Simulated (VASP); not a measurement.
Input of a VASP 6.6.1 run:

File INCAR:

```
PREC = Accurate ; ENCUT = 520
EDIFF = 1E-7 ; ISMEAR = 0
SIGMA = 0.1 ; LREAL = F
LASPH = T ; NELM = 150
ALGO = Normal ; ISIF = 2
LWAVE = F ; LCHARG = T
ISPIN = 2 ; MAGMOM = 1
LORBIT = 11 ; GGA = PE
LELF = T ; LVHAR = T
NBANDS = 12
```

The input KPOINTS:

```
Automatic mesh
0
Gamma
  10 10 8
```

POSCAR

```
C
1.0
    1.6731649250      0.0000000000      0.0000000000
    0.0000000000      1.6731649250      0.0000000000
    0.0000000000      0.0000000000      2.2460839126
C
1
Direct
    0.5000000000      0.5000000000      0.0000000000
```

Potentials or basis: VASP PAW PBE potentials, release 64 (C).

The run is started by

```sh
$ cat potpaw_PBE.64/C/POTCAR > POTCAR
$ mpirun -np 1 vasp_std > vasp.out
```

(1) Estimate the band gap on the k mesh.

(2) Estimate the net moment.

(3) What does it give for the pressure?

Results:

(1) zero (filled and empty bands overlap).

(2) 0.00 μB per cell.

(3) -6.7 GPa.

Caveat: the k points lie up to 0.38 Å⁻¹ apart.
